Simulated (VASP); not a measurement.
# In3Se (P4/mmm) in VASP: a series of runs, part 2 of 2

VASP 6.6.1. Earlier steps stand in the parts before.

### Step 4. Single point, PBEsol+D3(BJ) (23.66 Å³/atom)

This run uses another cell than the first one, of 23.66 Å³/atom.

The input, INCAR:

```
SYSTEM = In3Se
PREC = Accurate
ENCUT = 520
EDIFF = 1E-7
ISMEAR = 0
SIGMA = 0.15
LREAL = .FALSE.
LASPH = .TRUE.
NELM = 100
ALGO = Normal
ISIF = 2
LWAVE = .FALSE.
LCHARG = .FALSE.
GGA = PS
IVDW = 12
NBANDS = 30
```

The input, KPOINTS:

```
Automatic mesh
0
G
  10 10 10
  0 0 0
```

The input, POSCAR:

```
In3Se
1.0
    4.5265987020      0.0000000000      0.0000000000
    0.0000000000      4.5265987020      0.0000000000
    0.0000000000      0.0000000000      4.6180359957
In Se
3 1
Direct
    0.0000000000      0.5000000000      0.5000000000
    0.5000000000      0.0000000000      0.5000000000
    0.5000000000      0.5000000000      0.0000000000
    0.0000000000      0.0000000000      0.0000000000
```

Potentials or basis: VASP PAW PBE potentials, release 64 (In_d, Se).

Run with:

```
$ cat potpaw_PBE.64/In_d/POTCAR potpaw_PBE.64/Se/POTCAR > POTCAR
$ mpirun -np 1 vasp_std > vasp.out
```

OUTCAR:

```text
SYSTEM = In3Se
   PREC = Accurate
   ENCUT = 520
   EDIFF = 1E-7
   ISMEAR = 0
   LREAL = .FALSE.
   LASPH = .TRUE.
   NELM = 100
   ISIF = 2
   GGA = PS
   IVDW = 12
 IVDW          = 12

 ion  position               nearest neighbor table
   1  0.000  0.500  0.500-   2 3.20   2 3.20   2 3.20   2 3.20   4 3.23   3 3.23   4 3.23   4 3.23
                             4 3.23   3 3.23   3 3.23   3 3.23
   2  0.500  0.000  0.500-   1 3.20   1 3.20   1 3.20   1 3.20   4 3.23   3 3.23   3 3.23   3 3.23
                             4 3.23   4 3.23   4 3.23   3 3.23
   3  0.500  0.500  0.000-   4 3.20   4 3.20   4 3.20   4 3.20   2 3.23   2 3.23   2 3.23   2 3.23
                             1 3.23   1 3.23   1 3.23   1 3.23
   4  0.000  0.000  0.000-   3 3.20   3 3.20   3 3.20   3 3.20   2 3.23   1 3.23   2 3.23   1 3.23
                             2 3.23   1 3.23   2 3.23   1 3.23

  LATTYP: Found a simple tetragonal cell.
 ALAT       =     4.5265987020
 C/A-ratio  =     1.0202000000

  Lattice vectors:

 A1 = (   4.5265987020,   0.0000000000,   0.0000000000)
 A2 = (   0.0000000000,   4.5265987020,   0.0000000000)
 A3 = (   0.0000000000,   0.0000000000,   4.6180359957)

Analysis of symmetry for initial positions (statically):
=====================================================================
 Subroutine PRICEL returns:
 Original cell was already a primitive cell.

 Routine SETGRP: Setting up the symmetry group for a
 simple tetragonal supercell.

 Subroutine GETGRP returns: Found 16 space group operations
 (whereof 16 operations were pure point group operations)
 out of a pool of 16 trial point group operations.

The static configuration has the point symmetry D_4h.

Analysis of symmetry for dynamics (positions and initial velocities):
=====================================================================
 Subroutine PRICEL returns:
 Original cell was already a primitive cell.

 Routine SETGRP: Setting up the symmetry group for a
 simple tetragonal supercell.

 Subroutine GETGRP returns: Found 16 space group operations
 (whereof 16 operations were pure point group operations)
 out of a pool of 16 trial point group operations.

The dynamic configuration has the point symmetry D_4h.

 Subroutine INISYM returns: Found 16 space group operations
 (whereof 16 operations are pure point group operations),
 and found     1 'primitive' translations

----------------------------------------------------------------------------------------

                                     Primitive cell

  volume of cell :      94.6240

  direct lattice vectors                    reciprocal lattice vectors
     4.526598702  0.000000000  0.000000000     0.220916424  0.000000000  0.000000000
     0.000000000  4.526598702  0.000000000     0.000000000  0.220916424  0.000000000
     0.000000000  0.000000000  4.618035996     0.000000000  0.000000000  0.216542271

  length of vectors
     4.526598702  4.526598702  4.618035996     0.220916424  0.220916424  0.216542271

  position of ions in fractional coordinates (direct lattice)
     0.000000000  0.500000000  0.500000000
     0.500000000  0.000000000  0.500000000
     0.500000000  0.500000000  0.000000000
     0.000000000  0.000000000  0.000000000

  ion indices of the primitive-cell ions
   primitive index   ion index
                 1           1
                 2           2
[... 30 lines left out ...]
            Coordinates               Weight
  0.000000  0.000000  0.000000      1.000000
  0.100000  0.000000  0.000000      4.000000
  0.200000  0.000000  0.000000      4.000000
  0.300000  0.000000  0.000000      4.000000
  0.400000  0.000000  0.000000      4.000000
  0.500000  0.000000  0.000000      2.000000
[... 16 lines left out ...]
  0.100000  0.000000  0.100000      8.000000
  0.200000  0.000000  0.100000      8.000000
 [... further k-points ...]
   k-points           NKPTS =    126   k-points in BZ     NKDIM =    126   number of bands    NBANDS=     30
   number of dos      NEDOS =    301   number of ions     NIONS =      4
   total plane-waves  NPLWV =  46656
   dimension x,y,z NGX =    36 NGY =   36 NGZ =   36
   dimension x,y,z NGXF=    72 NGYF=   72 NGZF=   72
   ions per type =               3   1
   NGX,Y,Z   is equivalent  to a cutoff of  13.22, 13.22, 12.96 a.u.
   NGXF,Y,Z  is equivalent  to a cutoff of  26.44, 26.44, 25.92 a.u.
 SYSTEM =  In3Se
   PREC   = accura    normal or accurate (medium, high low for compatibility)
   ISTART =      0    job   : 0-new  1-cont  2-samecut
   ICHARG =      2    charge: 1-file 2-atom 10-const
   ISPIN  =      1    spin polarized calculation?
   LNONCOLLINEAR =      F non collinear calculations
   LSORBIT =      F    spin-orbit coupling
   LASPH  =      T    aspherical Exc in radial PAW
   ENCUT  =  520.0 eV  38.22 Ry    6.18 a.u.   8.42  8.42  8.59*2*pi/ulx,y,z
   NELM   =    100;   NELMIN=  2; NELMDL= -5     # of ELM steps
   EDIFF  = 0.1E-06   stopping-criterion for ELM
   LREAL  =      F    real-space projection
   EDIFFG = 0.1E-05   stopping-criterion for IOM
   NSW    =      0    number of steps for IOM
   IBRION =     -1    ionic relax: 0-MD 1-quasi-New 2-CG
   NFREE  =      0    steps in history (QN), initial steepest desc. (CG)
   ISIF   =      2    stress and relaxation
   ISYM   =      2    0-nonsym 1-usesym 2-fastsym
   POTIM  = 0.5000    time-step for ionic-motion
   TEBEG  =    0.0;   TEEND  =   0.0 temperature during run
   PSTRESS=    0.0 pullay stress
   NELECT =      45.0000    total number of electrons
   NUPDOWN=      -1.0000    fix difference up-down
   EMIN   =  10.00;   EMAX   =-10.00  energy-range for DOS
   EFERMI =   0.00;   METHOD = LEGACY
   ISMEAR =     0;   SIGMA  =   0.15  broadening in eV -4-tet -1-fermi 0-gaus
   EFERMI_NEDOS =   21; number of points for ismear=-14 and -15
   IALGO  =     38    algorithm
   IMIX   =      4    mixing-type and parameters
     AMIX     =   0.40;   BMIX     =  1.00
     AMIX_MAG =   1.60;   BMIX_MAG =  1.00
  volume/ion in A,a.u.               =      23.66       159.64
  Fermi-wavevector in a.u.,A,eV,Ry     =   1.277846  2.414779 22.216828  1.632891
  Thomas-Fermi vector in A             =   2.410423
   LORBIT       =      0    0 simple, 1 ext, 2 COOP (PROOUT), +10 PAW based schemes
   GGA     = PS    functional components
   LHFCALC =     F    Hartree Fock is set to
   AEXX    =    0.0000 exact exchange contribution
   IVDW    =    12    specifies the selected vdW correction
   LEPSILON=     F    determine dielectric tensor
   LRPA    =     F    only Hartree local field effects (RPA)
 non-spin polarized calculation
 Gauss-broadening in eV      SIGMA  =   0.15
  energy-cutoff  :      520.00
  volume of cell :       94.62
 maximum number of plane-waves:      2566
 NGX is ok and might be reduce to    36
   NGX = 17   NGY = 17   NGZ = 17

 number of electron      45.0000010 magnetization

 Free energy of the ion-electron system (eV)
  ---------------------------------------------------
  ext. energy  EPLUGINS =         0.00000000
  ---------------------------------------------------
  free energy    TOTEN  =       -13.17300793 eV

  energy without entropy =      -13.15443019  energy(sigma->0) =      -13.16371906

 E-fermi :   7.5064     XC(G=0): -10.6470

 val. band max:        7.4968586702   @ k =   0.1000   0.0000   0.4000
 cond. band min:       7.5151536788   @ k =   0.4000   0.0000   0.0000
 fundamental gap:      0.0182950085
 Fermi energy:         7.5063750445

 k-point     1 :       0.0000    0.0000    0.0000
  band No.  band energies     occupation
      1      -7.4052      2.00000
      2      -7.3510      2.00000
      3      -7.3283      2.00000
      4      -7.3283      2.00000
      5      -7.1740      2.00000
      6      -7.1534      2.00000
[... 781 lines left out ...]
     29      14.3888      0.00000
     30      15.0512      0.00000

 [... further k-points ...]

------------------------ aborting loop because EDIFF is reached ----------------------------------------

 Edisp (eV)   -1.51139

 E8    (eV) :    -1.0641

  FORCE on cell =-STRESS in cart. coord.  units (eV):
  Direction    XX          YY          ZZ          XY          YZ          ZX
  --------------------------------------------------------------------------------------
  -------------------------------------------------------------------------------------
  Total       0.63728     0.63728     0.60775     0.00000    -0.00000     0.00000
  in kB      10.79037    10.79037    10.29050     0.00000    -0.00000     0.00000
  external pressure =       10.62 kB  Pullay stress =        0.00 kB

 VOLUME and BASIS-vectors are now :
 -----------------------------------------------------------------------------
  energy-cutoff  :      520.00
  volume of cell :       94.62
      direct lattice vectors                 reciprocal lattice vectors
     4.526598702  0.000000000  0.000000000     0.220916424  0.000000000  0.000000000
     0.000000000  4.526598702  0.000000000     0.000000000  0.220916424  0.000000000
     0.000000000  0.000000000  4.618035996     0.000000000  0.000000000  0.216542271

 POSITION                                       TOTAL-FORCE (eV/Angst)
 -----------------------------------------------------------------------------------
      0.00000      2.26330      2.30902         0.000000      0.000000      0.000000
      2.26330      0.00000      2.30902         0.000000      0.000000      0.000000
      2.26330      2.26330      0.00000         0.000000      0.000000      0.000000
      0.00000      0.00000      0.00000         0.000000      0.000000      0.000000
 -----------------------------------------------------------------------------------
    total drift:                                0.000000      0.000000      0.000000

  FREE ENERGIE OF THE ION-ELECTRON SYSTEM (eV)
  ---------------------------------------------------
  free  energy   TOTEN  =       -14.6843993083 eV

  energy  without entropy=      -14.6658215628  energy(sigma->0) =      -14.67511044
```

OSZICAR:

```text
N       E                     dE             d eps       ncg     rms          rms(c)
DAV:   1     0.413271155013E+03    0.41327E+03   -0.21420E+04  7566   0.198E+03
DAV:   2     0.296224970802E+02   -0.38365E+03   -0.37525E+03  7578   0.463E+02
DAV:   3    -0.115308730201E+02   -0.41153E+02   -0.39904E+02  9386   0.166E+02
DAV:   4    -0.133416353886E+02   -0.18108E+01   -0.18058E+01  8786   0.363E+01
DAV:   5    -0.134174400132E+02   -0.75805E-01   -0.75799E-01 11100   0.635E+00    0.532E+00
DAV:   6    -0.131925208650E+02    0.22492E+00   -0.59980E-01 10176   0.994E+00    0.313E+00
DAV:   7    -0.131774133449E+02    0.15108E-01   -0.12383E-01 10444   0.270E+00    0.940E-01
DAV:   8    -0.131735505820E+02    0.38628E-02   -0.10535E-02 10788   0.762E-01    0.292E-01
DAV:   9    -0.131730234495E+02    0.52713E-03   -0.19898E-03 11010   0.334E-01    0.133E-01
DAV:  10    -0.131730089051E+02    0.14544E-04   -0.23150E-04 11002   0.178E-01    0.596E-02
DAV:  11    -0.131730107681E+02   -0.18630E-05   -0.50671E-05 11834   0.552E-02    0.121E-02
DAV:  12    -0.131730079086E+02    0.28596E-05   -0.79919E-06 10736   0.388E-02    0.577E-03
DAV:  13    -0.131730077622E+02    0.14642E-06   -0.57640E-07  8194   0.413E-03    0.606E-03
DAV:  14    -0.131730079517E+02   -0.18957E-06   -0.13142E-07  5568   0.346E-03    0.773E-04
DAV:  15    -0.131730079330E+02    0.18756E-07   -0.13141E-07  6764   0.185E-03
   1 F= -.14684399E+02 E0= -.14675110E+02  d E =-.185777E-01
```

Run time: 2.3 min. Hardware: 1 thread of AMD EPYC 9R45 (Zen 5), shared host; peak memory 0.4 GiB.

What came out:

```yaml
Free_energy: -14.6844 eV
Pressure: 1.1 GPa
Band_gap_on_the_k_mesh: zero (an odd number of electrons rules out a gap without spin polarisation)
Dispersion_energy_per_atom: -0.378 eV
```

Caveat: the PAW data sets were made with another functional, which shifts forces and pressure a little; spin-orbit coupling is left out, which moves the levels of the heavy elements.

### Step 5. Overview

```csv
cell,cutoff (eV),gap on the mesh (eV),pressure (GPa)
"a = 4.618, b = 4.618, c = 4.527 Å, 4 atoms",500,none,0.0
"a = 4.587, b = 4.587, c = 4.497 Å, 4 atoms",520,none,1.1
"a = 4.527, b = 4.527, c = 4.618 Å, 4 atoms",520,none,1.1
```

Alike in all rows: task single point; level PBEsol+D3(BJ); potentials or basis VASP PAW PBE potentials, release 64 (In_d, Se); no spin polarisation; k mesh 10 × 10 × 10; smearing gaussian 0.15 eV.

Caveats: the PAW data sets were made with another functional, which shifts forces and pressure a little; spin-orbit coupling is left out, which moves the levels of the heavy elements.

Total energies depend on the potentials used, so only differences within one code and one set of settings carry meaning.
